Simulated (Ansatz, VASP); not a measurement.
# Two plane-wave programs on SnO

INCAR

```
SYSTEM = SnO
ALGO = Normal
EDIFF = 1E-6
ENCUT = 600
GGA = LIBXC
GGA_COMPAT = .FALSE.
ISIF = 2
ISMEAR = -1
LASPH = .TRUE.
LCHARG = .FALSE.
LIBXC1 = GGA_X_B88
LIBXC2 = GGA_C_PBE
LREAL = .FALSE.
LWAVE = .FALSE.
NBANDS = 28
NELM = 120
PREC = Accurate
SIGMA = 0.05
```

KPOINTS

```
k-points
0
G
  7 7 6
  0 0 0
```

Contents of POSCAR:

```
SnO
1.0
    3.8638811754      0.0000000000      0.0000000000
    0.0000000000      3.8638811754      0.0000000000
    0.0000000000      0.0000000000      4.9512221655
Sn O
2 2
Direct
    0.5000000000      0.0000000000      0.7646261400
    0.0000000000      0.5000000000      0.2353738600
    0.0000000000      0.0000000000      0.0000000000
    0.5000000000      0.5000000000      0.0000000000
```

File input.yaml:

```yaml
crystal:
  lattice:
    - [3.8638811754, 0.0, 0.0]
    - [0.0, 3.8638811754, 0.0]
    - [0.0, 0.0, 4.9512221655]
  atoms:
    - { symbol: Sn, position: [0.5, 0.0, 0.76462614] }
    - { symbol: Sn, position: [0.0, 0.5, 0.23537386] }
    - { symbol: O, position: [0.0, 0.0, 0.0] }
    - { symbol: O, position: [0.5, 0.5, 0.0] }
hamiltonian:
  xc: { exchange: b88, correlation: pbe }
  pseudopotentials: { kind: paw }
kpoints:
  mp_grid: { grid: [7, 7, 6] }
scf:
  occupations: { method: fermi_dirac, width: 0.05 }
output:
  forces: true
  stress: true
  eigenvalues: true
  write_density: true
  write_potential: true
  elf: true
  volumetric_format: npy
```

Alike in both runs: task single point; functional b88 exchange, pbe correlation; k mesh 7 × 7 × 6; occupations fermi-dirac, width 0.05 eV; no spin polarisation.

|  | VASP | Ansatz |
| --- | --- | --- |
| version | VASP 6.6.1 | Ansatz 0.2.0 |
| potentials or method | VASP PAW PBE potentials, release 64 (Sn_d, O) | Ansatz PAW |
| plane-wave cutoff (eV) | 600 | 420 |
| valence electrons in the cell | 40 | 40 |

|  | VASP | Ansatz | Ansatz less VASP |
| --- | --- | --- | --- |
| gap on the k mesh at the Fermi level (eV) | 0.54 | 0.53 | -0.011 |
| least direct gap on the mesh (eV) | 2.01 | 2.03 | +0.028 |
| pressure (GPa) | -0.2 | -0.3 | -0.12 |
| rms of the force components (eV/Å) | 0.046 | 0.075 | +0.0297 |

VASP's potentials were made for PBE, not for b88 exchange, pbe correlation. Atom by atom the forces differ by 0.030 eV/Å (rms over components). The functional is the same, so the differences come from potentials, cutoffs and numerics.

Noted on Ansatz's run: odd divisions of the mesh miss points on the zone boundary, where band edges often lie, so the gap on the mesh can be too wide.
